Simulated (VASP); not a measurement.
# S (R-3m) in VASP: further runs, part 2 of 2

VASP 6.6.1. The steps go on from the part before.

## Step 4: Relaxation of cell and atoms, PBE, target pressure 58 GPa, at which the enthalpy is minimised

This run uses another cell than the first one, of the same volume but with other edges.

Input file INCAR:

```
SYSTEM = S
  ALGO = Normal
  EDIFF = 1E-6
  EDIFFG = -0.005
  ENCUT = 600
  GGA = PE
  IBRION = 2
  ISIF = 3
  ISMEAR = -1
  LASPH = .True.
  LCHARG = .False.
  LREAL = .False.
  LWAVE = .False.
  NELM = 80
  NSW = 60
  PREC = Accurate
  PSTRESS = 580.0
  SIGMA = 0.08
```

Input file KPOINTS:

```
k-points
0
Gamma
  14 14 14
  0 0 0
```

Input file POSCAR:

```
S
1.0
    1.5624155275     -0.9020610254      2.7602674320
    0.0000000000      1.8041220508      2.7602674320
   -1.5624155275     -0.9020610254      2.7602674320
S
2
Direct
    0.2320000000      0.2320000000      0.2320000000
   -0.2320000000     -0.2320000000     -0.2320000000
```

Potentials or basis: VASP PAW PBE potentials, release 64 (S).

On the command line:

```bash
$ cat potpaw_PBE.64/S/POTCAR > POTCAR
$ mpirun -np 1 vasp_std > vasp.out
```

OUTCAR:

```text
SYSTEM = S
   EDIFF = 1E-6
   EDIFFG = -0.005
   ENCUT = 600
   GGA = PE
   IBRION = 2
   ISIF = 3
   ISMEAR = -1
   LASPH = .True.
   LREAL = .False.
   NELM = 80
   NSW = 60
   PREC = Accurate
   PSTRESS = 580.0

 ion  position               nearest neighbor table
   1  0.232  0.232  0.232-   2 2.10   2 2.10   2 2.10   2 2.46   2 2.46   2 2.46
   2  0.768  0.768  0.768-   1 2.10   1 2.10   1 2.10   1 2.46   1 2.46   1 2.46

  LATTYP: Found a trigonal (rhomboedric) cell.
 ALAT       =     3.2975646575
 COS(alpha) =     0.5510102270

  Lattice vectors:

 A1 = (   1.5624155275,  -0.9020610254,   2.7602674320)
 A2 = (   0.0000000000,   1.8041220508,   2.7602674320)
 A3 = (  -1.5624155275,  -0.9020610254,   2.7602674320)

Analysis of symmetry for initial positions (statically):
=====================================================================
 Subroutine PRICEL returns:
 Original cell was already a primitive cell.

 Routine SETGRP: Setting up the symmetry group for a
 trigonal (rhombohedral) supercell.

 Subroutine GETGRP returns: Found 12 space group operations
 (whereof 12 operations were pure point group operations)
 out of a pool of 12 trial point group operations.

[... 277 lines left out ...]

 number of electron      11.9999998 magnetization

------------------------ aborting loop because EDIFF is reached ----------------------------------------
[... 71 lines left out ...]
--------------------------------------- Ionic step       37  -------------------------------------------

 number of electron      11.9999998 magnetization

 Free energy of the ion-electron system (eV)
  ---------------------------------------------------
  ext. energy  EPLUGINS =         0.00000000
  ---------------------------------------------------
  free energy    TOTEN  =        -5.46470004 eV

  energy without entropy =       -5.45081991  energy(sigma->0) =       -5.45775997

 E-fermi :  13.2946     XC(G=0): -12.5259

 val. band max:       13.2925684091   @ k =  -0.4286   0.4286   0.4286
 cond. band min:      13.3154200278   @ k =  -0.2857  -0.2857   0.0714
 fundamental gap:      0.0228516187
 Fermi energy:        13.2946415828

 k-point     1 :       0.0000    0.0000    0.0000
  band No.  band energies     occupation
      1      -8.1240      2.00000
      2       4.6811      2.00000
      3       5.2771      2.00000
      4      10.3074      2.00000
      5      10.3074      2.00000
      6      15.8060      0.00000
      7      15.8060      0.00000
      8      16.8485      0.00000
      9      17.9131      0.00000
     10      19.2271      0.00000
[... 287 lines left out ...]
 k-point    24 :       0.2857    0.1429   -0.0000
  band No.  band energies     occupation
      1      -6.6037      2.00000
      2       2.0981      2.00000
      3       5.6148      2.00000
      4       8.3295      2.00000
      5       9.2881      2.00000
      6      11.2838      2.00000
      7      14.0751      0.00012
      8      16.3612      0.00000
      9      17.9824      0.00000
     10      20.4215      0.00000

 [... further k-points ...]

------------------------ aborting loop because EDIFF is reached ----------------------------------------

  FORCE on cell =-STRESS in cart. coord.  units (eV):
  Direction    XX          YY          ZZ          XY          YZ          ZX
  --------------------------------------------------------------------------------------
  -------------------------------------------------------------------------------------
  Total        8.4337078      8.4337078      8.4276680      0.0000000      0.0000000      0.0000000
  in kB      580.1832829    580.1832836    579.7677813      0.0000000      0.0000000      0.0000000
  external PRESSURE =       0.0447826 kB  Pullay stress =     580.0000000 kB
[... 21 lines left out ...]
  energy  without entropy=       -5.4508199122  energy(sigma->0) =       -5.45775997

  enthalpy is  TOTEN    =         2.9663435181 eV   P V=        8.4310435559

 reached required accuracy - stopping structural energy minimisation
```

OSZICAR:

```text
N       E                     dE             d eps       ncg     rms          rms(c)
DAV:   1     0.541810360825E+02    0.54181E+02   -0.68729E+03  5768   0.125E+03
DAV:   2    -0.237730693929E+01   -0.56558E+02   -0.54349E+02  8662   0.189E+02
DAV:   3    -0.452706286408E+01   -0.21498E+01   -0.20935E+01  7278   0.384E+01
[... 269 lines left out ...]
  36 F= 0.29663458E+01 E0= 0.29732820E+01  d E =-.399145E-06
       N       E                     dE             d eps       ncg     rms          rms(c)
DAV:   1    -0.546470169410E+01   -0.22905E-02   -0.76280E-05  5918   0.674E-02    0.120E-02
DAV:   2    -0.546470058096E+01    0.11131E-05   -0.28770E-06  6208   0.153E-02    0.763E-03
DAV:   3    -0.546470003778E+01    0.54318E-06   -0.12332E-06  2962   0.811E-03
  37 F= 0.29663435E+01 E0= 0.29732836E+01  d E =-.265816E-05
```

It took 18 min on 1 thread of Intel Xeon Platinum 8259CL at 2.50GHz (Skylake/Cascade Lake), shared host; peak memory 0.23 GiB.

Results:

```
Free energy                                                : -5.4647 eV
Relaxed volume                                             : 11.64 Å³/atom
Relaxed cell                                               : a = 3.563 Å, b = 3.563 Å, c = 3.563 Å, α = 48.53°, β = 48.53°, γ = 48.53°
Space group after relaxing (to 0.1 Å)                      : R-3m (No. 166)
Energy change on relaxing (the run minimises the enthalpy) : -470.6 meV/atom
Ionic steps                                                : 37
Pressure after relaxing                                    : 58.0 GPa
Band gap on the k mesh                                     : zero (bands 6 and 7 overlap by 6.10 eV)
```

Step by step:
| step | energy change (eV) | largest force (eV/Å) | pressure (GPa) | volume (Å³) |
| --- | --- | --- | --- | --- |
| 1 | 0.0000 | 4.3954 | 65.09 | 23.34 |
| 2 | -1.2676 | 2.3100 | 48.85 | 25.12 |
| 3 | -1.2615 | 0.1028 | 52.18 | 24.61 |
| 4 | -1.2356 | 0.2706 | 52.82 | 24.53 |
| 5 | -1.2445 | 0.1532 | 52.60 | 24.55 |
| 6 | -0.7773 | 0.4440 | 63.90 | 23.26 |
| 7 | -1.0169 | 0.1417 | 58.16 | 23.89 |
| 8 | -0.9909 | 0.0451 | 58.86 | 23.79 |
| 9 | -0.9005 | 0.6674 | 61.39 | 23.50 |
| 10 | -0.6383 | 2.0256 | 66.65 | 22.82 |
| 11 | -0.8267 | 1.1529 | 63.00 | 23.28 |
| 12 | -0.8262 | 1.1632 | 63.00 | 23.28 |
| 13 | -0.8244 | 1.1953 | 63.05 | 23.27 |
| 14 | -0.8204 | 1.2598 | 63.09 | 23.25 |
| 15 | -0.8104 | 1.3849 | 63.17 | 23.20 |
| 16 | -0.7815 | 1.6114 | 63.34 | 23.09 |
| 17 | -0.6728 | 1.9013 | 64.75 | 22.81 |
| 18 | -0.7479 | 1.7559 | 63.87 | 22.99 |
| 19 | -0.7784 | 1.6138 | 63.05 | 23.03 |
| 20 | -0.8516 | 1.1748 | 59.96 | 23.14 |
| 21 | -0.9009 | 0.4139 | 54.36 | 23.31 |
| 22 | -0.8850 | 0.8504 | 57.76 | 23.21 |
| 23 | -0.8818 | 0.8898 | 58.03 | 23.20 |
| 24 | -0.8844 | 0.7886 | 58.33 | 23.19 |
| 25 | -0.8844 | 0.4600 | 59.37 | 23.15 |
| 26 | -0.8469 | 0.3109 | 62.01 | 23.06 |
| 27 | -0.8745 | 0.1590 | 60.44 | 23.11 |
| 28 | -0.9183 | 0.0929 | 59.00 | 23.23 |
| 29 | -0.9547 | 0.0385 | 57.79 | 23.33 |
| 30 | -0.9514 | 0.0199 | 57.87 | 23.32 |
| 31 | -0.9451 | 0.0150 | 58.04 | 23.30 |
| 32 | -0.9449 | 0.0128 | 57.98 | 23.30 |
| 33 | -0.9445 | 0.0066 | 57.93 | 23.30 |
| 34 | -0.9445 | 0.0058 | 57.91 | 23.30 |
| 35 | -0.9444 | 0.0048 | 57.89 | 23.30 |
| 36 | -0.9389 | 0.0015 | 58.07 | 23.28 |
| 37 | -0.9412 | 0.0013 | 58.00 | 23.29 |

Final structure:
```
S
1.0
     1.46414   -0.84532    3.13625
     0.00000    1.69064    3.13625
    -1.46414   -0.84532    3.13625
S
2
Direct
  0.25000 0.25000 0.25000
  0.75000 0.75000 0.75000
```

Caveat: the cell is relaxed towards a set pressure, so the run minimises the enthalpy, not the energy.

The gap in the log of VASP goes by the Fermi energy; the results here count the filled bands.